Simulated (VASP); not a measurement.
## GePt: relaxation of cell and atoms with PBE

GePt:

```
CELL_PARAMETERS angstrom
3.19411 0.00000 0.00000
0.00000 3.19411 0.00000
0.00000 0.00000 3.19411
ATOMIC_POSITIONS crystal
Ge 0.00000 0.00000 0.00000
Pt 0.50000 0.50000 0.50000
```

* Program: VASP 6.6.1
* Task: relaxation of cell and atoms
* Functional: PBE
* Potentials or basis: VASP PAW PBE potentials, release 64 (Ge_d, Pt)
* Cutoff: 600 eV
* k mesh: 18 × 18 × 18
* Occupations: gaussian, width 0.1 eV
* Spin: no spin polarisation
* Dipole correction: no
* Further INCAR settings: ALGO = Normal; EDIFF = 1e-07; IBRION = 2; EDIFFG = -0.01; NSW = 100; ISIF = 3

```yaml
Relaxed_volume: 16.25 Å³/atom
Relaxed_cell: a = 3.191 Å, b = 3.191 Å, c = 3.191 Å, α = 90.00°, β = 90.00°, γ = 90.00°
Space_group_after_relaxing_to_0.05_Å: Pm-3m (No. 221)
Energy_gained_by_relaxing: 0.1 meV/atom
Ionic_steps: 3
Pressure_after_relaxing: 0.0 GPa
Band_gap_on_the_k_mesh: zero (band 12 reaches 11.96 eV, above the bottom of band 13 at 8.32 eV)
```

Step by step:
| step | energy change (eV) | largest force (eV/Å) | pressure (GPa) | volume (Å³) |
| --- | --- | --- | --- | --- |
| 1 | 0.0000 | 0.0000 | -0.43 | 32.59 |
| 2 | 0.0001 | 0.0000 | 0.51 | 32.38 |
| 3 | -0.0001 | 0.0000 | -0.02 | 32.49 |

Final structure:
```yaml
crystal:
  lattice:
    - [3.19103, 0.00000, 0.00000]
    - [0.00000, 3.19103, 0.00000]
    - [0.00000, 0.00000, 3.19103]
  atoms:
    - { symbol: Ge, position: [0.00000, 0.00000, 0.00000] }
    - { symbol: Pt, position: [0.50000, 0.50000, 0.50000] }
```

Levels at points of the mesh, in eV from the Fermi level:
```csv
k point,band 9,band 10,band 11,band 12,band 13,band 14,band 15,band 16
"(0.00, 0.00, 0.00)",-2.21,-2.21,-2.21,1.86,1.86,1.86,4.40,9.96
"(0.50, 0.00, 0.00)",-3.78,-3.78,-2.12,-0.94,6.65,6.65,7.54,7.89
"(0.50, 0.50, 0.00)",-3.91,-3.06,-3.06,-1.21,-0.04,1.07,5.00,11.11
"(0.50, 0.50, 0.50)",-5.41,-1.15,-1.15,2.53,2.53,2.53,4.08,4.08
```

Wall time 100 s on 1 thread of Intel(R) Xeon(R) 6975P-C (Granite Rapids), on a shared host, peak memory 0.29 GiB.

Caveat: spin-orbit coupling is left out, which moves the levels of the heavy elements.
